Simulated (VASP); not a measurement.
Write the native input for VASP 6.6.1 that does the following.

```
Task                   : single point
Functional             : PBEsol
Potentials or basis    : VASP PAW PBE potentials, release 64 (W_sv)
Cutoff                 : 520 eV
k mesh                 : 21 × 21 × 6
Occupations            : gaussian, width 0.1 eV
Spin                   : no spin polarisation
Dipole correction      : no
Further INCAR settings : ALGO = Fast; EDIFF = 1e-07; NBANDS = 36
```

The structure of W lies in POSCAR:

```
W
1.0
    2.7594381601      0.0000000000      0.0000000000
   -1.3797190801      2.3897435468      0.0000000000
    0.0000000000      0.0000000000      9.7167650779
W
4
Direct
    0.0000000000      0.0000000000      0.0000000000
    0.0000000000      0.0000000000      0.5000000000
    0.3333333333      0.6666666667      0.7500000000
    0.6666666667      0.3333333333      0.2500000000
```

This isn't the form of W at room conditions, which is bcc.

These files were run (other wordings do the same):

INCAR

```
PREC     = Accurate       # precision mode
ENCUT    = 520            # plane-wave cutoff, eV
EDIFF    = 1E-7           # SCF threshold, eV
ISMEAR   = 0              # smearing method
SIGMA    = 0.1            # smearing width, eV
LREAL    = False          # projectors in reciprocal space
LASPH    = True           # aspherical terms in the spheres
NELM     = 80             # most SCF steps
ALGO     = Fast           # electronic algorithm
ISIF     = 2              # what is computed and relaxed
LWAVE    = False          # write WAVECAR
LCHARG   = False          # write CHGCAR
GGA      = PS             # functional
NBANDS   = 36             # bands
```

KPOINTS

```
regular mesh
0
Gamma
  21 21 6
```

Potentials or basis: VASP PAW PBE potentials, release 64 (W_sv).

Command:

```console
$ cat potpaw_PBE.64/W_sv/POTCAR > POTCAR
$ mpirun -np 1 vasp_std > vasp.out
```

Results of the run:

```
Pressure               : 0.6 GPa
Band gap on the k mesh : zero (bands 28 and 29 overlap by 2.08 eV)
```

Caveat: the PAW data sets were made with another functional, which shifts forces and pressure a little; spin-orbit coupling is left out, which moves the levels of the heavy elements.

It took 4.2 min on 1 thread of Intel(R) Xeon(R) 6975P-C (Granite Rapids) (shared host), peak memory 0.41 GiB.
